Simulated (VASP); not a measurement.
Set up this calculation in VASP 6.6.1, as the native input.

```
Task                   : relaxation of cell and atoms
Functional             : PBE
Potentials or basis    : VASP PAW PBE potentials, release 64 (Li_sv, H)
Cutoff                 : 600 eV
k mesh                 : 6 × 6 × 1
Occupations            : gaussian, width 0.1 eV
Spin                   : no spin polarisation
Dipole correction      : no
Further INCAR settings : ALGO = Normal; EDIFF = 1e-07; IBRION = 2; EDIFFG = -0.04; NSW = 90; ISIF = 3
```

The structure of LiH lies in POSCAR:

```
LiH
1.0
    3.2410636100      0.0000000000      0.0000000000
   -1.6205318100      2.8068434200      0.0000000000
    0.0000000000      0.0000000000     18.3766427400
Li H
6 6
Direct
    0.0000000000      0.0000000000      0.1214041100
    0.0000000000      0.0000000000      0.2602869400
    0.6666666700      0.3333333300      0.4482075000
    0.3333333300      0.6666666700      0.6361280500
    0.3333333300      0.6666666700      0.7816768300
    0.6666666700      0.3333333300      0.9272256100
    0.0000000000      0.0000000000      0.0000000000
    0.3333333300      0.6666666700      0.1875125500
    0.6666666700      0.3333333300      0.3330613300
    0.6666666700      0.3333333300      0.5633536600
    0.0000000000      0.0000000000      0.7089024400
    0.0000000000      0.0000000000      0.8544512200
```

These files were run (other wordings do the same):

INCAR

```
SYSTEM = LiH
PREC = Accurate
ENCUT = 600
EDIFF = 1E-7
ISMEAR = 0
SIGMA = 0.1
LREAL = .False.
LASPH = .True.
NELM = 80
ALGO = Normal
ISIF = 3
LWAVE = .False.
LCHARG = .False.
GGA = PE
IBRION = 2
NSW = 90
EDIFFG = -0.04
```

KPOINTS

```
Automatic mesh
0
Gamma
  6 6 1
  0 0 0
```

Potentials or basis: VASP PAW PBE potentials, release 64 (Li_sv, H).

Command:

```bash
$ cat potpaw_PBE.64/Li_sv/POTCAR potpaw_PBE.64/H/POTCAR > POTCAR
$ mpirun -np 1 vasp_std > vasp.out
```

It gave:

```json
{
  "Relaxed volume": "9.33 Å³/atom",
  "Relaxed cell": "a = 2.891 Å, b = 2.891 Å, c = 15.476 Å, α = 90.00°, β = 90.00°, γ = 120.00°",
  "Space group after relaxing (to 0.1 Å)": "P3m1 (No. 156)",
  "Energy gained by relaxing": "178.8 meV/atom",
  "Ionic steps": "15",
  "Pressure after relaxing": "0.0 GPa",
  "Largest force after relaxing": "0.026 eV/Å",
  "Band gap on the k mesh": "0.16 eV (least direct gap 0.60 eV)"
}
```

Caveat: the cutoff is under 1.25 times the usual one of these potentials, so pressure, stress and relaxed cells hold a basis-set (Pulay) error; the volume moved by over 15 % at a fixed basis, so the end points are rough.

Wall time 5 min on 1 thread of Oxide Virtual Turin-like Processor, with other jobs on the host, peak memory 0.3 GiB.
